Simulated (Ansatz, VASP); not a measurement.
Sn: VASP beside Ansatz

```xyz
2
Lattice="-2.9196 2.9196 1.5938 2.9196 -2.9196 1.5938 2.9196 2.9196 -1.5938" Properties=species:S:1:pos:R:3 pbc="T T T"
Sn    0.0000    0.0000    0.0000
Sn    0.0000    2.9196    0.7969
```

Alike in both runs: task relaxation of cell and atoms; functional PBE; dispersion D4; k mesh 14 × 14 × 14; occupations gaussian, width 0.1 eV; no spin polarisation.

|  | VASP | Ansatz |
| --- | --- | --- |
| version | VASP 6.6.1 | Ansatz 0.2.0 |
| potentials or method | VASP PAW PBE potentials, release 64 (Sn_d), cutoff 600 eV | plane waves, PAW |
| valence electrons in the cell | 28 | 28 |

|  | VASP | Ansatz | Ansatz less VASP |
| --- | --- | --- | --- |
| relaxed volume (Å³/atom) | 27.17 | 27.17 | 0.000 |
| relaxed length of the cell vector where the two differ most in proportion (Å) | 4.426 | 4.426 | 0.0000 |

Noted on VASP's run: the relaxation stopped at its first step, so nothing moved.
